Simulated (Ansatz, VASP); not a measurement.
Given: the input of a run of VASP 6.6.1 on W.

File INCAR:

```
PREC = Accurate
ENCUT = 520
EDIFF = 1E-7
ISMEAR = -1
SIGMA = 0.05
LREAL = F
LASPH = T
NELM = 80
ALGO = Fast
ISIF = 2
LWAVE = F
LCHARG = F
GGA = PE
NBANDS = 36
```

Contents of KPOINTS:

```
regular mesh
0
Gamma
  9 6 6
```

The input POSCAR:

```
W
1.0
    2.8647674019      0.0000000000      0.0000000000
    0.0000000000      4.9592642186      0.0000000000
    0.0000000000      0.0000000000      5.0202625557
W
4
Direct
    0.7931720000      0.9368430000      0.7500000000
    0.2068280000      0.4368430000      0.7500000000
    0.2068280000      0.0631570000      0.2500000000
    0.7931720000      0.5631570000      0.2500000000
```

Potentials or basis: VASP PAW PBE potentials, release 64 (W_sv).

Launch:

```bash
$ cat potpaw_PBE.64/W_sv/POTCAR > POTCAR
$ mpirun -np 1 vasp_std > vasp.out
```

Question: Set up the same calculation for Ansatz 0.2.0. Potentials there: Ansatz PAW.

Answer: As run (the cutoff follows the program's own potentials):

input.yaml

```yaml
crystal:
  lattice:
    - [2.8647674019, 0.0, 0.0]
    - [0.0, 4.9592642186, 0.0]
    - [0.0, 0.0, 5.0202625557]
  atoms:
    - { symbol: W, position: [0.793172, 0.936843, 0.75] }
    - { symbol: W, position: [0.206828, 0.436843, 0.75] }
    - { symbol: W, position: [0.206828, 0.063157, 0.25] }
    - { symbol: W, position: [0.793172, 0.563157, 0.25] }
hamiltonian:
  xc: pbe
  pseudopotentials: { kind: paw }
kpoints:
  mp_grid: { grid: [9, 6, 6] }
scf:
  occupations: { method: fermi_dirac, width: 0.05 }
output:
  forces: true
  stress: true
  eigenvalues: true
```

Potentials or basis: Ansatz PAW.

Run with:

```sh
$ ansatz run input.yaml --threads 2 --pin off --max-ram 5120MiB --backend cpu --events-out ev --progress --plain --runs-dir out
```

Both were run:

|  | VASP | Ansatz | Ansatz less VASP |
| --- | --- | --- | --- |
| gap on the k mesh at the Fermi level (eV) | none | none | - |
| pressure (GPa) | -16.2 | -16.5 | -0.35 |
| traceless stress, the component that is largest in VASP (GPa) | 0.81 | 0.88 | +0.061 |
| rms of the force components (eV/Å) | 0.096 | 0.098 | +0.0025 |

Atom by atom the forces differ by 0.003 eV/Å (rms over components). A gap of «none» marks a metal or a gap that the smearing closes. The functional is the same, so the differences come from potentials, cutoffs and numerics.

Neither program's run includes spin-orbit coupling.
